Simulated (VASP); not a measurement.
# Ca2Al9Ir3 (Cmcm) in VASP: electric field gradients with PBE

Aim: the electric field gradients of Ca2Al9Ir3 with PBE.

Everything below comes from runs of VASP 6.6.1. Logs are shortened: lines on timing, memory, paths and dates and some standing lists are left out, and cuts for length are marked.

## (1) The cell of the first run

The structure is orthorhombic, space group Cmcm (No. 63). Conventional cell: a = 12.955 Å, b = 7.583 Å, c = 9.617 Å, α = 90.00°, β = 90.00°, γ = 90.00°. Ca (site symmetry m) has 11 Al at 3.06 to 3.14 Å and 6 Ir at 3.43 to 3.49 Å within 4.0 Å. Within 3.5 Å of Al (site symmetry 1) lie 3 Ir at 2.54 to 2.61 Å and 6 Al at 2.74 to 3.47 Å and 3 Ca at 3.07 to 3.09 Å. Within 3.4 Å of Al (site symmetry m) lie 2 Ir at 2.59 Å and 8 Al at 2.73 to 3.26 Å and 2 Ca at 3.06 to 3.12 Å. Within 3.4 Å of Al (site symmetry m) lie 3 Ir at 2.58 Å and 8 Al at 2.65 to 3.26 Å and 2 Ca at 3.14 Å. Within 3.4 Å of Al (site symmetry m2m) lie 2 Ir at 2.60 Å and 8 Al at 2.73 to 3.24 Å and 2 Ca at 3.07 Å. Within 3.5 Å of Ir (site symmetry 2) lie 8 Al at 2.54 to 2.61 Å and 4 Ca at 3.48 to 3.49 Å. Within 3.5 Å of Ir (site symmetry 2/m) lie 8 Al at 2.58 to 2.60 Å and 4 Ca at 3.43 Å.

## (2) Electric field gradients, PBE

The input, INCAR:

```
  ALGO = Normal
  EDIFF = 1E-8
  ENCUT = 520
  GGA = PE
  ISIF = 2
  ISMEAR = -1
  KPAR = 4
  LASPH = T
  LCHARG = F
  LEFG = T
  LREAL = Auto
  LWAVE = F
  NBANDS = 94
  NELM = 80
  PREC = Accurate
  SIGMA = 0.05
```

The input, KPOINTS:

```
k-points
0
Gamma
  5 5 4
```

The input, POSCAR:

```
Ca2Al9Ir3
1.0
    6.4775000000     -3.7917000000      0.0000000000
    6.4775000000      3.7917000000      0.0000000000
    0.0000000000      0.0000000000      9.6175000000
Ca Al Ir
4 18 6
Direct
    0.0058100000      0.6718100000      0.2500000000
    0.9941900000      0.3281900000      0.7500000000
    0.6718100000      0.0058100000      0.7500000000
    0.3281900000      0.9941900000      0.2500000000
    0.9990200000      0.3350200000      0.0696000000
    0.0009800000      0.6649800000      0.5696000000
    0.3350200000      0.9990200000      0.9304000000
    0.6649800000      0.0009800000      0.4304000000
    0.0009800000      0.6649800000      0.9304000000
    0.9990200000      0.3350200000      0.4304000000
    0.6649800000      0.0009800000      0.0696000000
    0.3350200000      0.9990200000      0.5696000000
    0.6653000000      0.5471000000      0.2500000000
    0.3347000000      0.4529000000      0.7500000000
    0.5471000000      0.6653000000      0.7500000000
    0.4529000000      0.3347000000      0.2500000000
    0.6648000000      0.3352000000      0.5453000000
    0.3352000000      0.6648000000      0.0453000000
    0.3352000000      0.6648000000      0.4547000000
    0.6648000000      0.3352000000      0.9547000000
    0.8705000000      0.1295000000      0.2500000000
    0.1295000000      0.8705000000      0.7500000000
    0.3287900000      0.3287900000      0.0000000000
    0.6712100000      0.6712100000      0.5000000000
    0.6712100000      0.6712100000      0.0000000000
    0.3287900000      0.3287900000      0.5000000000
    0.0000000000      0.0000000000      0.0000000000
    0.0000000000      0.0000000000      0.5000000000
```

Potentials or basis: VASP PAW PBE potentials, release 64 (Ca_sv, Al, Ir).

Launch:

```
cat potpaw_PBE.64/Ca_sv/POTCAR potpaw_PBE.64/Al/POTCAR potpaw_PBE.64/Ir/POTCAR > POTCAR
mpirun -np 4 vasp_std > vasp.out
```

OUTCAR:

```text
EDIFF = 1E-8
   ENCUT = 520
   GGA = PE
   ISIF = 2
   ISMEAR = -1
   LASPH = T
   LREAL = Auto
   NELM = 80
   PREC = Accurate

 ion  position               nearest neighbor table
   1  0.006  0.672  0.250-  16 3.06  21 3.07   6 3.07   9 3.07   8 3.08  11 3.08  10 3.09   5 3.09
                            13 3.12  19 3.14  18 3.14
   2  0.994  0.328  0.750-  15 3.06  22 3.07   5 3.07  10 3.07   7 3.08  12 3.08   6 3.09   9 3.09
                            14 3.12  20 3.14  17 3.14
   3  0.672  0.006  0.750-  14 3.06  22 3.07   8 3.07  11 3.07   9 3.08   6 3.08   7 3.09  12 3.09
                            15 3.12  20 3.14  17 3.14
   4  0.328  0.994  0.250-  13 3.06  21 3.07   7 3.07  12 3.07  10 3.08   5 3.08  11 3.09   8 3.09
                            16 3.12  19 3.14  18 3.14
   5  0.999  0.335  0.070-  23 2.54  27 2.60  25 2.61  20 2.74  21 2.79  13 2.81   9 2.82   7 2.88
                             2 3.07   4 3.08   1 3.09
   6  0.001  0.665  0.570-  24 2.54  28 2.60  26 2.61  19 2.74  22 2.79  14 2.81  10 2.82   8 2.88
                             1 3.07   3 3.08   2 3.09
   7  0.335  0.999  0.930-  23 2.54  27 2.60  25 2.61  18 2.74  22 2.79  15 2.81  11 2.82   5 2.88
                             4 3.07   2 3.08   3 3.09
   8  0.665  0.001  0.430-  24 2.54  28 2.60  26 2.61  17 2.74  21 2.79  16 2.81  12 2.82   6 2.88
                             3 3.07   1 3.08   4 3.09
   9  0.001  0.665  0.930-  25 2.54  27 2.60  23 2.61  18 2.74  22 2.79  14 2.81   5 2.82  11 2.88
[... 35 lines left out ...]
  27  0.000  0.000  0.000-  18 2.58  20 2.58  21 2.60  22 2.60   5 2.60   7 2.60   9 2.60  11 2.60

  28  0.000  0.000  0.500-  17 2.58  19 2.58  21 2.60  22 2.60   6 2.60   8 2.60  10 2.60  12 2.60

  LATTYP: Found a base centered orthorhombic cell.
 ALAT       =     7.5834000000
 B/A-ratio  =     1.7083366300
 C/A-ratio  =     1.2682306090

  Lattice vectors:

 A1 = (  -6.4775000000,  -3.7917000000,   0.0000000000)
 A2 = (   6.4775000000,  -3.7917000000,   0.0000000000)
 A3 = (   0.0000000000,   0.0000000000,   9.6175000000)

Analysis of symmetry for initial positions (statically):
=====================================================================
 Subroutine PRICEL returns:
 Original cell was already a primitive cell.

 Routine SETGRP: Setting up the symmetry group for a
 base centered orthorhombic supercell.

 Subroutine GETGRP returns: Found  8 space group operations
 (whereof  4 operations were pure point group operations)
 out of a pool of  8 trial point group operations.

The static configuration has the point symmetry C_2h.
 The point group associated with its full space group is D_2h.

Analysis of symmetry for dynamics (positions and initial velocities):
=====================================================================
 Subroutine PRICEL returns:
 Original cell was already a primitive cell.

 Routine SETGRP: Setting up the symmetry group for a
 base centered orthorhombic supercell.

 Subroutine GETGRP returns: Found  8 space group operations
 (whereof  4 operations were pure point group operations)
 out of a pool of  8 trial point group operations.

The dynamic configuration has the point symmetry C_2h.
 The point group associated with its full space group is D_2h.

 Subroutine INISYM returns: Found  8 space group operations
 (whereof  4 operations are pure point group operations),
 and found     1 'primitive' translations

----------------------------------------------------------------------------------------

                                     Primitive cell

  volume of cell :     472.4258

  direct lattice vectors                    reciprocal lattice vectors
     6.477500000 -3.791700000  0.000000000     0.077190274 -0.131866973  0.000000000
     6.477500000  3.791700000  0.000000000     0.077190274  0.131866973  0.000000000
     0.000000000  0.000000000  9.617500000     0.000000000  0.000000000  0.103977125

  length of vectors
     7.505664204  7.505664204  9.617500000     0.152798026  0.152798026  0.103977125

  position of ions in fractional coordinates (direct lattice)
     0.005810000  0.671810000  0.250000000
     0.994190000  0.328190000  0.750000000
     0.671810000  0.005810000  0.750000000
     0.328190000  0.994190000  0.250000000
     0.999020000  0.335020000  0.069600000
     0.000980000  0.664980000  0.569600000
[... 20 lines left out ...]
     0.000000000  0.000000000  0.000000000
     0.000000000  0.000000000  0.500000000

  ion indices of the primitive-cell ions
[... 94 lines left out ...]
   ICHARG =      2    charge: 1-file 2-atom 10-const
   ISPIN  =      1    spin polarized calculation?
   LNONCOLLINEAR =      F non collinear calculations
   LSORBIT =      F    spin-orbit coupling
   LASPH  =      T    aspherical Exc in radial PAW
   ENCUT  =  520.0 eV  38.22 Ry    6.18 a.u.  13.96 13.96 17.88*2*pi/ulx,y,z
   NELM   =     80;   NELMIN=  2; NELMDL= -5     # of ELM steps
   EDIFF  = 0.1E-07   stopping-criterion for ELM
   LREAL  =      T    real-space projection
   EDIFFG = 0.1E-06   stopping-criterion for IOM
   NSW    =      0    number of steps for IOM
   IBRION =     -1    ionic relax: 0-MD 1-quasi-New 2-CG
   NFREE  =      0    steps in history (QN), initial steepest desc. (CG)
   ISIF   =      2    stress and relaxation
   ISYM   =      2    0-nonsym 1-usesym 2-fastsym
   POTIM  = 0.5000    time-step for ionic-motion
   TEBEG  =    0.0;   TEEND  =   0.0 temperature during run
   PSTRESS=    0.0 pullay stress
   NELECT =     148.0000    total number of electrons
   NUPDOWN=      -1.0000    fix difference up-down
   EMIN   =  10.00;   EMAX   =-10.00  energy-range for DOS
   EFERMI =   0.00;   METHOD = LEGACY
   ISMEAR =    -1;   SIGMA  =   0.05  broadening in eV -4-tet -1-fermi 0-gaus
   EFERMI_NEDOS =   21; number of points for ismear=-14 and -15
   IALGO  =     38    algorithm
   IMIX   =      4    mixing-type and parameters
     AMIX     =   0.40;   BMIX     =  1.00
     AMIX_MAG =   1.60;   BMIX_MAG =  1.00
  volume/ion in A,a.u.               =      16.87       113.86
  Fermi-wavevector in a.u.,A,eV,Ry     =   1.111862  2.101114 16.820026  1.236237
  Thomas-Fermi vector in A             =   2.248430
   LORBIT       =      0    0 simple, 1 ext, 2 COOP (PROOUT), +10 PAW based schemes
   GGA     = PE    functional components
   LHFCALC =     F    Hartree Fock is set to
   AEXX    =    0.0000 exact exchange contribution
   IVDW    =     0    specifies the selected vdW correction
   LEPSILON=     F    determine dielectric tensor
   LRPA    =     F    only Hartree local field effects (RPA)
 non-spin polarized calculation
  energy-cutoff  :      520.00
  volume of cell :      472.43
 maximum number of plane-waves:     12762
   NGX = 27   NGY = 27   NGZ = 35

 number of electron     148.0000000 magnetization

 Free energy of the ion-electron system (eV)
  ---------------------------------------------------
  ext. energy  EPLUGINS =         0.00000000
  ---------------------------------------------------
  free energy    TOTEN  =      -148.90468526 eV

  energy without entropy =     -148.82549765  energy(sigma->0) =     -148.86509145

 E-fermi :   7.2032     XC(G=0): -10.7742

 val. band max:        7.1942111192   @ k =   0.4000   0.4000   0.5000
 cond. band min:       7.2059004169   @ k =   0.4000   0.2000   0.2500
 fundamental gap:      0.0116892977
 Fermi energy:         7.2032437786

 k-point     1 :       0.0000    0.0000    0.0000
  band No.  band energies     occupation
      1     -33.0653      2.00000
      2     -33.0652      2.00000
      3     -33.0630      2.00000
      4     -33.0630      2.00000
      5     -14.1846      2.00000
      6     -14.1830      2.00000
[... 2125 lines left out ...]
     85       9.7954      0.00000
     86       9.7954      0.00000

 [... further k-points ...]

 [bands above 86 left out]

------------------------ aborting loop because EDIFF is reached ----------------------------------------

  FORCE on cell =-STRESS in cart. coord.  units (eV):
  Direction    XX          YY          ZZ          XY          YZ          ZX
  --------------------------------------------------------------------------------------
  -------------------------------------------------------------------------------------
  Total        6.1816954      6.0693767      5.0534780      0.0000000      0.0000000      0.0000000
  in kB       20.9645046     20.5835885     17.1382859      0.0000000      0.0000000      0.0000000
  external PRESSURE =      19.5621263 kB  Pullay stress =       0.0000000 kB

 VOLUME and BASIS-vectors are now :
 -----------------------------------------------------------------------------
  energy-cutoff  :      520.00
  volume of cell :      472.43
      direct lattice vectors                 reciprocal lattice vectors
     6.477500000 -3.791700000  0.000000000     0.077190274 -0.131866973  0.000000000
     6.477500000  3.791700000  0.000000000     0.077190274  0.131866973  0.000000000
     0.000000000  0.000000000  9.617500000     0.000000000  0.000000000  0.103977125

 POSITION                                       TOTAL-FORCE (eV/Angst)
 -----------------------------------------------------------------------------------
      4.38928      2.52527      2.40437         0.020749     -0.019527     -0.000000
      8.56572     -2.52527      7.21312        -0.020749      0.019527     -0.000000
      4.38928     -2.52527      7.21312         0.020749      0.019527     -0.000000
      8.56572      2.52527      2.40437        -0.020749     -0.019527     -0.000000
      8.64124     -2.51769      0.66938        -0.047866      0.020510      0.091091
      4.31376      2.51769      5.47813         0.047866     -0.020510      0.091091
[... 20 lines left out ...]
      0.00000      0.00000      0.00000         0.000000      0.000000     -0.000000
      0.00000      0.00000      4.80875         0.000000      0.000000     -0.000000
 -----------------------------------------------------------------------------------
    total drift:                               -0.000000     -0.000000     -0.000000

  FREE ENERGIE OF THE ION-ELECTRON SYSTEM (eV)
  ---------------------------------------------------
  free  energy   TOTEN  =      -148.9046852556 eV

  energy  without entropy=     -148.8254976530  energy(sigma->0) =     -148.86509145

 Electric field gradients (V/A^2)
---------------------------------------------------------------------
 ion       V_xx      V_yy      V_zz      V_xy      V_xz      V_yz
---------------------------------------------------------------------
   1       2.638     3.463    -6.100    -1.881     0.000     0.000
   2       2.638     3.463    -6.100    -1.881    -0.000    -0.000
   3       2.638     3.463    -6.100     1.881     0.000    -0.000
   4       2.638     3.463    -6.100     1.881     0.000    -0.000
   5     -13.182   -12.772    25.954     0.129     1.568    -0.327
   6     -13.182   -12.772    25.954     0.129    -1.568     0.327
[... 20 lines left out ...]
  27      58.728   -76.893    18.166     0.000     0.000  -103.151
  28      58.728   -76.893    18.166    -0.000     0.000   103.151
---------------------------------------------------------------------

 Electric field gradients after diagonalization (V/A^2)
 (convention: |V_zz| > |V_xx| > |V_yy|)
----------------------------------------------------------------------
 ion       V_xx      V_yy      V_zz     asymmetry (V_yy - V_xx)/ V_zz
----------------------------------------------------------------------
   1       4.976     1.125    -6.100       0.631
   2       4.976     1.125    -6.100       0.631
   3       4.976     1.125    -6.100       0.631
   4       4.976     1.125    -6.100       0.631
   5     -13.284   -12.735    26.019       0.021
   6     -13.284   -12.735    26.019       0.021
[... 20 lines left out ...]
  27      84.211    58.728  -142.939       0.178
  28      84.211    58.728  -142.939       0.178
----------------------------------------------------------------------

           NMR quadrupolar parameters

 Cq : quadrupolar parameter    Cq=e*Q*V_zz/h
 eta: asymmetry parameters     (V_yy - V_xx)/ V_zz
 Q  : nuclear electric quadrupole moment in mb (millibarn)
----------------------------------------------------------------------
 ion       Cq(MHz)       eta       Q (mb)
----------------------------------------------------------------------
   1      -0.015       0.631       1.000
   2      -0.015       0.631       1.000
   3      -0.015       0.631       1.000
   4      -0.015       0.631       1.000
   5       0.063       0.021       1.000
   6       0.063       0.021       1.000
[... 20 lines left out ...]
  27      -0.346       0.178       1.000
  28      -0.346       0.178       1.000
----------------------------------------------------------------------
```

Run time: 11 min. Hardware: 4 MPI ranks of AMD EPYC 7R43 (Zen 3), shared host; peak memory 0.96 GiB.

Results:

```
Free energy                             : -148.9047 eV
Pressure                                : 2.0 GPa
Largest force                           : 0.153 eV/Å
Band gap on the k mesh                  : zero (bands 74 and 75 overlap by 1.08 eV)
Largest electric field gradient by atom : Ca -6.1; Al +26.0, -20.6, +44.3, -19.0 (each value once); Ir +67.0, -142.9 (each value once) V/Å²
```

Forces on the atoms (eV/Å):
```
Ca   0.021 -0.020  0.000
Ca  -0.021  0.020  0.000
Ca   0.021  0.020  0.000
Ca  -0.021 -0.020  0.000
Al  -0.048  0.021  0.091
Al   0.048 -0.021  0.091
Al  -0.048 -0.021 -0.091
Al   0.048  0.021 -0.091
Al   0.048 -0.021 -0.091
Al  -0.048  0.021 -0.091
Al   0.048  0.021  0.091
Al  -0.048 -0.021  0.091
Al  -0.088  0.005  0.000
Al   0.088 -0.005  0.000
Al  -0.088 -0.005  0.000
Al   0.088  0.005  0.000
Al   0.000 -0.125  0.088
Al   0.000  0.125  0.088
Al   0.000  0.125 -0.088
Al   0.000 -0.125 -0.088
Al   0.000  0.058  0.000
Al   0.000 -0.058  0.000
Ir  -0.039  0.000  0.000
Ir   0.039  0.000  0.000
Ir   0.039  0.000  0.000
Ir  -0.039  0.000  0.000
Ir   0.000  0.000  0.000
Ir   0.000  0.000  0.000
```

Levels at points of the mesh, in eV from the Fermi level:
| k point | band 71 | band 72 | band 73 | band 74 | band 75 | band 76 | band 77 | band 78 |
| --- | --- | --- | --- | --- | --- | --- | --- | --- |
| (0.00, 0.00, 0.00) | -0.23 | -0.05 | 0.23 | 0.32 | 0.48 | 1.48 | 1.81 | 1.90 |
| (0.00, 0.00, 0.50) | -0.61 | -0.61 | 0.78 | 0.78 | 0.89 | 0.89 | 1.06 | 1.06 |

Electric field gradients, principal values (V/Å²):
| atom | least | middle | greatest (by size) |
| --- | --- | --- | --- |
| 1 Ca | 1.125 | 4.976 | -6.100 |
| 2 Ca | 1.125 | 4.976 | -6.100 |
| 3 Ca | 1.125 | 4.976 | -6.100 |
| 4 Ca | 1.125 | 4.976 | -6.100 |
| 5 Al | -12.735 | -13.284 | 26.019 |
| 6 Al | -12.735 | -13.284 | 26.019 |
| 7 Al | -12.735 | -13.284 | 26.019 |
| 8 Al | -12.735 | -13.284 | 26.019 |
| 9 Al | -12.735 | -13.284 | 26.019 |
| 10 Al | -12.735 | -13.284 | 26.019 |
| 11 Al | -12.735 | -13.284 | 26.019 |
| 12 Al | -12.735 | -13.284 | 26.019 |
| 13 Al | 1.049 | 19.563 | -20.612 |
| 14 Al | 1.049 | 19.563 | -20.612 |
| 15 Al | 1.049 | 19.563 | -20.612 |
| 16 Al | 1.049 | 19.563 | -20.612 |
| 17 Al | -21.396 | -22.861 | 44.257 |
| 18 Al | -21.396 | -22.861 | 44.257 |
| 19 Al | -21.396 | -22.861 | 44.257 |
| 20 Al | -21.396 | -22.861 | 44.257 |
| 21 Al | 2.015 | 16.955 | -18.970 |
| 22 Al | 2.015 | 16.955 | -18.970 |
| 23 Ir | -26.353 | -40.641 | 66.994 |
| 24 Ir | -26.353 | -40.641 | 66.994 |
| 25 Ir | -26.353 | -40.641 | 66.994 |
| 26 Ir | -26.353 | -40.641 | 66.994 |
| 27 Ir | 58.728 | 84.211 | -142.939 |
| 28 Ir | 58.728 | 84.211 | -142.939 |

Caveat: without QUAD_EFG the Cq values of the log hold for a quadrupole moment of 1 mb, not for the nuclei; spin-orbit coupling is left out, which moves the levels of the heavy elements.
